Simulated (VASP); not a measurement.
A run of VASP 6.6.1:

Contents of INCAR:

```
SYSTEM = Si
PREC = Accurate ; ENCUT = 520
EDIFF = 1E-6 ; ISMEAR = 0
SIGMA = 0.15 ; LREAL = .FALSE.
LASPH = .TRUE. ; NELM = 60
ALGO = Normal ; ISIF = 2
LWAVE = .FALSE. ; LCHARG = .FALSE.
GGA = PE ; IVDW = 12
NBANDS = 8
```

File KPOINTS:

```
regular mesh
0
G
  32 32 32
  0 0 0
```

Contents of POSCAR:

```
Si
1.0
   -1.6652070100      1.6652070100      1.2387613424
    1.6652070100     -1.6652070100      1.2387613424
    1.6652070100      1.6652070100     -1.2387613424
Si
1
Direct
    0.0000000000      0.0000000000      0.0000000000
```

Potentials or basis: VASP PAW PBE potentials, release 64 (Si).

Run with:

```console
$ cat potpaw_PBE.64/Si/POTCAR > POTCAR
$ mpirun -np 1 vasp_std > vasp.out
```

Hardware: 1 thread of AMD EPYC 7R43 64-Core Processor (Zen 3) (shared host).

Q: How long does it take, and how much memory?

A: Run time: 3.9 min on 1 thread of AMD EPYC 7R43 64-Core Processor (Zen 3), on a shared host, peak memory 0.29 GiB. Counts: scf iterations 9, k points 2393.
